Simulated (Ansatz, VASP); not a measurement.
One calculation of HfC5, two programs

```
Hf C
1.0
     4.59598    0.00000    0.00000
    -2.29799    3.98024    0.00000
     0.00000    0.00000    3.16073
Hf C
1 5
Direct
  0.00000 0.00000 0.50000
  0.63340 0.00000 0.00000
  0.00000 0.63340 0.00000
  0.36660 0.36660 0.00000
  0.33333 0.66667 0.00000
  0.66667 0.33333 0.00000
```

Alike in both runs: functional PBE; k mesh 12 × 12 × 10; occupations gaussian, width 0.1 eV; no spin polarisation.

Ansatz relaxed the structure, and its values are those at the end. VASP's run is a single point on that final structure, the one shown.

```csv
,VASP,Ansatz
version,VASP 6.6.1,Ansatz 0.2.0
potentials or method,"VASP PAW PBE potentials, release 64 (Hf_pv, C), cutoff 520 eV","scalar-relativistic, plane waves, PAW"
valence electrons in the cell,30,46
```

```csv
,VASP,Ansatz,Ansatz less VASP
gap on the k mesh at the Fermi level (eV),none,none,-
pressure (GPa),-0.4,0.0,+0.38
rms of the force components (eV/Å),0.028,0.001,-0.0275
```

A gap of «none» marks a metal or a gap that the smearing closes. With one functional, cell and mesh, what is left measures potentials, basis and numerics. VASP's potentials hold 30 valence electrons a cell and Ansatz's 46, so a difference there can come from the potentials and not from the codes.

Spin-orbit coupling is off throughout.
